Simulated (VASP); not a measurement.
# In (I4/mmm) in VASP: notebook

The runs below take In through single point, with r2SCAN.

All numbers are computed with VASP 6.6.1; they aren't measurements. Logs are shortened: lines on timing, memory, paths and dates and some standing lists are left out, and cuts for length are marked.

## Step 1: The cell of the first run

Symmetry: I4/mmm, No. 139, tetragonal system. Conventional cell: a = 3.207 Å, b = 3.207 Å, c = 4.881 Å, α = 90.00°, β = 90.00°, γ = 90.00°. Within 4.2 Å of In (site symmetry 4/mmm) lie 12 In at 3.21 to 3.33 Å.

## Step 2: Single point, r2SCAN

Contents of POSCAR:

```
In
1.0
   -1.6035014962      1.6035014962      2.4402675233
    1.6035014962     -1.6035014962      2.4402675233
    1.6035014962      1.6035014962     -2.4402675233
In
1
Direct
    0.0000000000      0.0000000000      0.0000000000
```

Contents of INCAR.step1:

```
PREC     = Accurate       # precision mode
ENCUT    = 520            # plane-wave cutoff, eV
ISMEAR   = -1             # smearing method
SIGMA    = 0.05           # smearing width, eV
LREAL    = F              # projectors in reciprocal space
LASPH    = T              # aspherical terms in the spheres
NELM     = 60             # most SCF steps
NBANDS   = 12             # bands
GGA      = PE             # functional
ALGO     = Normal         # electronic algorithm
EDIFF    = 1E-4           # SCF threshold, eV
LWAVE    = T              # write WAVECAR
LCHARG   = F              # write CHGCAR
```

Contents of INCAR.step2:

```
PREC     = Accurate       # precision mode
ENCUT    = 520            # plane-wave cutoff, eV
EDIFF    = 1E-6           # SCF threshold, eV
ISMEAR   = -1             # smearing method
SIGMA    = 0.05           # smearing width, eV
LREAL    = F              # projectors in reciprocal space
LASPH    = T              # aspherical terms in the spheres
NELM     = 60             # most SCF steps
ALGO     = Normal         # electronic algorithm
ISIF     = 2              # what is computed and relaxed
LWAVE    = F              # write WAVECAR
LCHARG   = F              # write CHGCAR
METAGGA  = R2SCAN         # meta-GGA
LMIXTAU  = T            
NBANDS   = 12             # bands
ISTART   = 1
```

Contents of KPOINTS:

```
Automatic mesh
0
Gamma
  11 11 11
```

Potentials or basis: VASP PAW PBE potentials, release 64 (In_d).

On the command line:

```
> cat potpaw_PBE.64/In_d/POTCAR > POTCAR
> cp INCAR.step1 INCAR
> mpirun -np 1 vasp_std > vasp.out
> cp INCAR.step2 INCAR
> mpirun -np 1 vasp_std > vasp.out
```

OUTCAR:

```text
PREC = Accurate
   ENCUT = 520
   EDIFF = 1E-6
   ISMEAR = -1
   LREAL = F
   LASPH = T
   NELM = 60
   ISIF = 2
   METAGGA = R2SCAN
   ISTART = 1

 ion  position               nearest neighbor table
   1  0.000  0.000  0.000-

  LATTYP: Found a body centered tetragonal cell.
 ALAT       =     3.2070029924
 C/A-ratio  =     1.5218367610

  Lattice vectors:

 A1 = (  -1.6035014962,   1.6035014962,   2.4402675233)
 A2 = (   1.6035014962,  -1.6035014962,   2.4402675233)
 A3 = (   1.6035014962,   1.6035014962,  -2.4402675233)

Analysis of symmetry for initial positions (statically):
=====================================================================
 Subroutine PRICEL returns:
 Original cell was already a primitive cell.

 Routine SETGRP: Setting up the symmetry group for a
 body centered tetragonal supercell.

 Subroutine GETGRP returns: Found 16 space group operations
 (whereof 16 operations were pure point group operations)
 out of a pool of 16 trial point group operations.

The static configuration has the point symmetry D_4h.

Analysis of symmetry for dynamics (positions and initial velocities):
=====================================================================
 Subroutine PRICEL returns:
 Original cell was already a primitive cell.

 Routine SETGRP: Setting up the symmetry group for a
 body centered tetragonal supercell.

 Subroutine GETGRP returns: Found 16 space group operations
 (whereof 16 operations were pure point group operations)
 out of a pool of 16 trial point group operations.

The dynamic configuration has the point symmetry D_4h.

 Subroutine INISYM returns: Found 16 space group operations
 (whereof 16 operations are pure point group operations),
 and found     1 'primitive' translations

----------------------------------------------------------------------------------------

                                     Primitive cell

  volume of cell :      25.0978

  direct lattice vectors                    reciprocal lattice vectors
    -1.603501496  1.603501496  2.440267523     0.000000000  0.311817607  0.204895568
     1.603501496 -1.603501496  2.440267523     0.311817607  0.000000000  0.204895568
     1.603501496  1.603501496 -2.440267523     0.311817607  0.311817607  0.000000000

  length of vectors
     3.331266978  3.331266978  3.331266978     0.373111798  0.373111798  0.440976689

  position of ions in fractional coordinates (direct lattice)
     0.000000000  0.000000000  0.000000000

  ion indices of the primitive-cell ions
   primitive index   ion index
                 1           1

----------------------------------------------------------------------------------------

 KPOINTS: Automatic mesh

Automatic generation of k-mesh.
 Grid dimensions read from file:
 generate k-points for:   11   11   11

 Generating k-lattice:

  Cartesian coordinates                     Fractional coordinates (reciprocal lattice)
     0.000000000  0.028347055  0.018626870     0.090909091  0.000000000  0.000000000
     0.028347055  0.000000000  0.018626870     0.000000000  0.090909091  0.000000000
     0.028347055  0.028347055  0.000000000     0.000000000  0.000000000  0.090909091

  Length of vectors
     0.033919254  0.033919254  0.040088790

  Shift w.r.t. Gamma in fractional coordinates (k-lattice)
     0.000000000  0.000000000  0.000000000

 Subroutine IBZKPT returns following result:
 ===========================================

 Found    126 irreducible k-points:

 Following reciprocal coordinates:
            Coordinates               Weight
  0.000000  0.000000  0.000000      1.000000
  0.090909  0.000000 -0.000000      8.000000
  0.181818  0.000000 -0.000000      8.000000
  0.272727  0.000000  0.000000      8.000000
  0.363636  0.000000  0.000000      8.000000
  0.454545  0.000000 -0.000000      8.000000
[... 16 lines left out ...]
 -0.272727  0.181818 -0.000000     16.000000
 -0.181818  0.181818  0.000000      4.000000
 [... further k-points ...]
   k-points           NKPTS =    126   k-points in BZ     NKDIM =    126   number of bands    NBANDS=     12
   number of dos      NEDOS =    301   number of ions     NIONS =      1
   total plane-waves  NPLWV =  21952
   dimension x,y,z NGX =    28 NGY =   28 NGZ =   28
   dimension x,y,z NGXF=    56 NGYF=   56 NGZF=   56
   ions per type =               1
   NGX,Y,Z   is equivalent  to a cutoff of  13.97, 13.97, 13.97 a.u.
   NGXF,Y,Z  is equivalent  to a cutoff of  27.95, 27.95, 27.95 a.u.
 SYSTEM =  unknown system
   PREC   = accura    normal or accurate (medium, high low for compatibility)
   ISTART =      1    job   : 0-new  1-cont  2-samecut
   ICHARG =      0    charge: 1-file 2-atom 10-const
   ISPIN  =      1    spin polarized calculation?
   LNONCOLLINEAR =      F non collinear calculations
   LSORBIT =      F    spin-orbit coupling
   LASPH  =      T    aspherical Exc in radial PAW
   ENCUT  =  520.0 eV  38.22 Ry    6.18 a.u.   6.19  6.19  6.19*2*pi/ulx,y,z
   NELM   =     60;   NELMIN=  2; NELMDL=  0     # of ELM steps
   EDIFF  = 0.1E-05   stopping-criterion for ELM
   LREAL  =      F    real-space projection
   EDIFFG = 0.1E-04   stopping-criterion for IOM
   NSW    =      0    number of steps for IOM
   IBRION =     -1    ionic relax: 0-MD 1-quasi-New 2-CG
   NFREE  =      0    steps in history (QN), initial steepest desc. (CG)
   ISIF   =      2    stress and relaxation
   ISYM   =      2    0-nonsym 1-usesym 2-fastsym
   POTIM  = 0.5000    time-step for ionic-motion
   TEBEG  =    0.0;   TEEND  =   0.0 temperature during run
   PSTRESS=    0.0 pullay stress
   NELECT =      13.0000    total number of electrons
   NUPDOWN=      -1.0000    fix difference up-down
   EMIN   =  10.00;   EMAX   =-10.00  energy-range for DOS
   EFERMI =   0.00;   METHOD = LEGACY
   ISMEAR =    -1;   SIGMA  =   0.05  broadening in eV -4-tet -1-fermi 0-gaus
   EFERMI_NEDOS =   21; number of points for ismear=-14 and -15
   IALGO  =     38    algorithm
   IMIX   =      4    mixing-type and parameters
     AMIX     =   0.40;   BMIX     =  1.00
     AMIX_MAG =   1.60;   BMIX_MAG =  1.00
  volume/ion in A,a.u.               =      25.10       169.37
  Fermi-wavevector in a.u.,A,eV,Ry     =   1.314752  2.484521 23.518667  1.728573
  Thomas-Fermi vector in A             =   2.444983
   LORBIT       =      0    0 simple, 1 ext, 2 COOP (PROOUT), +10 PAW based schemes
   METAGGA = R2SCAN    functional components
   LHFCALC =     F    Hartree Fock is set to
   AEXX    =    0.0000 exact exchange contribution
   IVDW    =     0    specifies the selected vdW correction
   LEPSILON=     F    determine dielectric tensor
   LRPA    =     F    only Hartree local field effects (RPA)
 non-spin polarized calculation
  energy-cutoff  :      520.00
  volume of cell :       25.10
 maximum number of plane-waves:       689
 NGX is ok and might be reduce to    28
   NGX = 13   NGY = 13   NGZ = 13

 number of electron      12.9999999 magnetization

 Free energy of the ion-electron system (eV)
  ---------------------------------------------------
  ext. energy  EPLUGINS =         0.00000000
  ---------------------------------------------------
  free energy    TOTEN  =       -22.56428375 eV

  energy without entropy =      -22.56119297  energy(sigma->0) =      -22.56273836

 E-fermi :   8.0331     XC(G=0): -11.3018

 val. band max:        7.9513843706   @ k =  -0.3636  -0.4545   0.3636
 cond. band min:       8.0666311280   @ k =  -0.4545  -0.4545   0.1818
 fundamental gap:      0.1152467574
 Fermi energy:         8.0331388999

 k-point     1 :       0.0000    0.0000    0.0000
  band No.  band energies     occupation
      1      -7.3921      2.00000
      2      -7.2683      2.00000
      3      -7.2683      2.00000
      4      -7.1746      2.00000
      5      -7.0486      2.00000
      6      -2.3742      2.00000
      7      19.5240      0.00000
      8      19.5240      0.00000
      9      19.7727      0.00000
     10      20.2345      0.00000
     11      22.8378      0.00000
     12      23.0391      0.00000

 k-point     2 :       0.0909    0.0000   -0.0000
  band No.  band energies     occupation
      1      -7.3777      2.00000
      2      -7.2700      2.00000
      3      -7.2533      2.00000
      4      -7.1711      2.00000
      5      -7.0547      2.00000
      6      -2.1766      2.00000
      7      17.2933      0.00000
      8      19.1702      0.00000
      9      19.2705      0.00000
     10      20.1219      0.00000
     11      23.4119      0.00000
     12      23.5787      0.00000

 k-point     3 :       0.1818    0.0000   -0.0000
  band No.  band energies     occupation
      1      -7.3571      2.00000
      2      -7.2828      2.00000
      3      -7.2227      2.00000
      4      -7.1386      2.00000
      5      -7.0608      2.00000
      6      -1.5759      2.00000
      7      13.8914      0.00000
      8      18.2111      0.00000
      9      18.7964      0.00000
     10      20.1193      0.00000
     11      22.2105      0.00000
     12      24.8529      0.00000

 k-point     4 :       0.2727    0.0000    0.0000
  band No.  band energies     occupation
      1      -7.3612      2.00000
      2      -7.3105      2.00000
      3      -7.2139      2.00000
      4      -7.0590      2.00000
      5      -7.0364      2.00000
      6      -0.5582      2.00000
      7      10.6348      0.00000
      8      17.3043      0.00000
      9      18.3916      0.00000
     10      20.0912      0.00000
     11      21.2152      0.00000
     12      23.8520      0.00000

 k-point     5 :       0.3636    0.0000    0.0000
  band No.  band energies     occupation
      1      -7.3845      2.00000
      2      -7.3368      2.00000
      3      -7.2314      2.00000
      4      -6.9874      2.00000
      5      -6.9692      2.00000
      6       0.8790      2.00000
      7       7.6688      1.99863
      8      16.6145      0.00000
      9      18.1352      0.00000
     10      20.0208      0.00000
     11      20.5804      0.00000
     12      22.7588      0.00000
[... 228 lines left out ...]
      1      -7.3933      2.00000
      2      -7.2709      2.00000
      3      -7.1992      2.00000
      4      -7.0703      2.00000
      5      -6.9130      2.00000
      6       2.2776      2.00000
      7       7.2733      2.00000
      8      14.0997      0.00000
      9      14.5954      0.00000
     10      17.4054      0.00000
     11      23.1756      0.00000
     12      23.9857      0.00000

 k-point    22 :      -0.3636    0.1818    0.0000
  band No.  band energies     occupation
      1      -7.3939      2.00000
      2      -7.2605      2.00000
      3      -7.1789      2.00000
      4      -7.1002      2.00000
      5      -6.9612      2.00000
      6       0.6889      2.00000
      7      10.0480      0.00000
      8      14.4907      0.00000
      9      15.5132      0.00000
     10      17.5434      0.00000
     11      21.1756      0.00000
     12      24.3018      0.00000

 k-point    23 :      -0.2727    0.1818   -0.0000
  band No.  band energies     occupation
      1      -7.3825      2.00000
      2      -7.2309      2.00000
      3      -7.1703      2.00000
      4      -7.1416      2.00000
      5      -7.0358      2.00000
      6      -0.4954      2.00000
      7      13.1119      0.00000
      8      15.0397      0.00000
      9      16.5257      0.00000
     10      18.1932      0.00000
     11      19.2906      0.00000
     12      25.2949      0.00000

 k-point    24 :      -0.1818    0.1818    0.0000
  band No.  band energies     occupation
      1      -7.3535      2.00000
      2      -7.2373      2.00000
      3      -7.1822      2.00000
      4      -7.1753      2.00000
      5      -7.0769      2.00000
      6      -1.2629      2.00000
      7      15.7382      0.00000
      8      16.0601      0.00000
      9      17.0460      0.00000
     10      17.8227      0.00000
     11      20.3833      0.00000
     12      25.7636      0.00000

 [... further k-points ...]
[... 5 lines left out ...]
  --------------------------------------------------------------------------------------
  -------------------------------------------------------------------------------------
  Total        0.3800513      0.3800513      0.2901120      0.0000000     -0.0000000      0.0000000
  in kB       24.2614441     24.2614441     18.5199598      0.0000000     -0.0000000      0.0000000
  external PRESSURE =      22.3476160 kB  Pullay stress =       0.0000000 kB

 VOLUME and BASIS-vectors are now :
 -----------------------------------------------------------------------------
  energy-cutoff  :      520.00
  volume of cell :       25.10
      direct lattice vectors                 reciprocal lattice vectors
    -1.603501496  1.603501496  2.440267523     0.000000000  0.311817607  0.204895568
     1.603501496 -1.603501496  2.440267523     0.311817607  0.000000000  0.204895568
     1.603501496  1.603501496 -2.440267523     0.311817607  0.311817607  0.000000000

 POSITION                                       TOTAL-FORCE (eV/Angst)
 -----------------------------------------------------------------------------------
      0.00000      0.00000      0.00000         0.000000      0.000000      0.000000
 -----------------------------------------------------------------------------------
    total drift:                               -0.000000     -0.000000     -0.000000

  FREE ENERGIE OF THE ION-ELECTRON SYSTEM (eV)
  ---------------------------------------------------
  free  energy   TOTEN  =       -22.5642837451 eV

  energy  without entropy=      -22.5611929688  energy(sigma->0) =      -22.56273836
```

Wall time 2.3 min (1 thread of Intel Xeon Platinum 8259CL at 2.50GHz (Skylake/Cascade Lake), shared host); peak memory 0.19 GiB.

What came out:

| Quantity | Value |
| --- | --- |
| Free energy | -22.5643 eV |
| Pressure | 2.2 GPa |

Stress tensor (GPa, compression positive):
```
2.43 0.00 0.00
0.00 2.43 0.00
0.00 0.00 1.85
```

Levels at points of the mesh, in eV from the Fermi level:
```
           k point  band 2  band 3  band 4  band 5  band 6  band 7  band 8  band 9  band 10  band 11
(0.00, 0.00, 0.00)  -15.30  -15.30  -15.21  -15.08  -10.41   11.49   11.49   11.74    12.20    14.80
```

Caveat: the PAW data sets were made with another functional, which shifts forces and pressure a little; spin-orbit coupling is left out, which moves the levels of the heavy elements.

## Step 3: Single point, r2SCAN

This run uses another cell than the first one, of 25.62 Å³/atom, 1.021 times its volume.

Contents of POSCAR:

```
In
1.0
   -1.6145604767      1.6145604767      2.4570974863
    1.6145604767     -1.6145604767      2.4570974863
    1.6145604767      1.6145604767     -2.4570974863
In
1
Direct
    0.0000000000      0.0000000000      0.0000000000
```

Contents of INCAR.step1:

```
PREC = Accurate ; ENCUT = 520
ISMEAR = -1 ; SIGMA = 0.05
LREAL = F ; LASPH = T
NELM = 80 ; NBANDS = 12
GGA = PE ; ALGO = Normal
EDIFF = 1E-4 ; LWAVE = T
LCHARG = F
```

Contents of INCAR.step2:

```
PREC = Accurate ; ENCUT = 520
EDIFF = 1E-6 ; ISMEAR = -1
SIGMA = 0.05 ; LREAL = F
LASPH = T ; NELM = 80
ALGO = Normal ; ISIF = 2
LWAVE = F ; LCHARG = F
METAGGA = R2SCAN ; LMIXTAU = T
NBANDS = 12 ; ISTART = 1
```

KPOINTS is that of step 2.

Potentials or basis: VASP PAW PBE potentials, release 64 (In_d).

On the command line:

```
> cat potpaw_PBE.64/In_d/POTCAR > POTCAR
> cp INCAR.step1 INCAR
> mpirun -np 1 vasp_std > vasp.out
> cp INCAR.step2 INCAR
> mpirun -np 1 vasp_std > vasp.out
```

Wall time 2.5 min (1 thread of Intel Xeon Platinum 8259CL at 2.50GHz (Skylake/Cascade Lake), shared host); peak memory 0.19 GiB.

The run converged. Its results:

* Free energy: -22.5701 eV
* Pressure: 1.2 GPa

Stress tensor (GPa, compression positive):
```
1.35 0.00 0.00
0.00 1.35 0.00
0.00 0.00 0.85
```

Levels at points of the mesh, in eV from the Fermi level:
```
           k point  band 4  band 5  band 6  band 7  band 8  band 9
(0.00, 0.00, 0.00)  -15.18  -15.06  -10.24   11.30   11.30   11.54
```

Caveat: the PAW data sets were made with another functional, which shifts forces and pressure a little; spin-orbit coupling is left out, which moves the levels of the heavy elements.
